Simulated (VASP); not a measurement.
Input of a VASP 6.6.1 run:

The input INCAR:

```
SYSTEM = BN
  PREC = Accurate
  ENCUT = 520
  EDIFF = 1E-6
  ISMEAR = 0
  SIGMA = 0.02
  LREAL = .False.
  LASPH = .True.
  NELM = 100
  ALGO = Normal
  ISIF = 2
  LWAVE = .False.
  LCHARG = .False.
  GGA = PS
  IBRION = 2
  NSW = 60
  EDIFFG = -0.002
```

Contents of KPOINTS:

```
Automatic mesh
0
Gamma
  9 9 6
  0 0 0
```

POSCAR

```
BN
1.0
    2.5659661646      0.0000000000      0.0000000000
   -1.2829830823      2.2221918838      0.0000000000
    0.0000000000      0.0000000000      4.1977517949
B N
2 2
Direct
    0.3333333333      0.6666666667     -0.0003696468
    0.6666666667      0.3333333333      0.4996303532
    0.3333333333      0.6666666667      0.3743696468
    0.6666666667      0.3333333333      0.8743696468
```

Potentials or basis: VASP PAW PBE potentials, release 64 (B, N).

The run is started by

```bash
$ cat potpaw_PBE.64/B/POTCAR potpaw_PBE.64/N/POTCAR > POTCAR
$ mpirun -np 1 vasp_std > vasp.out
```

What does it give for the band gap on the k mesh?

5.03 eV, indirect (least direct gap 8.07 eV).

Stress tensor (GPa, compression positive):
```
-9.60  0.00  0.00
 0.00 -9.60  0.00
 0.00  0.00  0.72
```

Caveat: the cell differs from its parent crystal (strained cell); the relaxation stopped at its first step, so nothing moved; the PAW data sets were made with another functional, which shifts forces and pressure a little. A k mesh can miss the band edges.
